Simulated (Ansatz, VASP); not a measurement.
## Hf in VASP and in Ansatz

```
Hf
1.0
     5.55411    0.00000    0.00000
     0.00000    5.55411    0.00000
     0.00000    0.00000    5.55411
Hf
8
Direct
  0.50000 0.50000 0.50000
  0.00000 0.00000 0.00000
  0.25000 0.00000 0.50000
  0.50000 0.25000 0.00000
  0.50000 0.75000 0.00000
  0.75000 0.00000 0.50000
  0.00000 0.50000 0.75000
  0.00000 0.50000 0.25000
```

Alike in both runs: functional PBEsol; k mesh 8 × 8 × 8; occupations gaussian, width 0.1 eV; no spin polarisation.

Ansatz relaxed the structure, and its values are those at the end. VASP's run is a single point on that final structure, the one shown.

```csv
,VASP,Ansatz
version,VASP 6.6.1,Ansatz 0.2.0
potentials or method,"VASP PAW PBE potentials, release 64 (Hf_pv), cutoff 520 eV","scalar-relativistic, plane waves, PAW"
valence electrons in the cell,80,208
```

VASP gave:

```
gap on the k mesh at the Fermi level (eV) : none
pressure (GPa)                            : -0.3
```

Q: Estimate Ansatz's values.

A: gap on the k mesh at the Fermi level (eV): none; pressure (GPa): 0.0.

VASP's potentials were made for PBE, not for PBEsol. A gap of «none» marks a metal or a gap that the smearing closes. VASP's potentials hold 80 valence electrons a cell and Ansatz's 208, so a difference there can come from the potentials and not from the codes.

Neither program's run includes spin-orbit coupling.
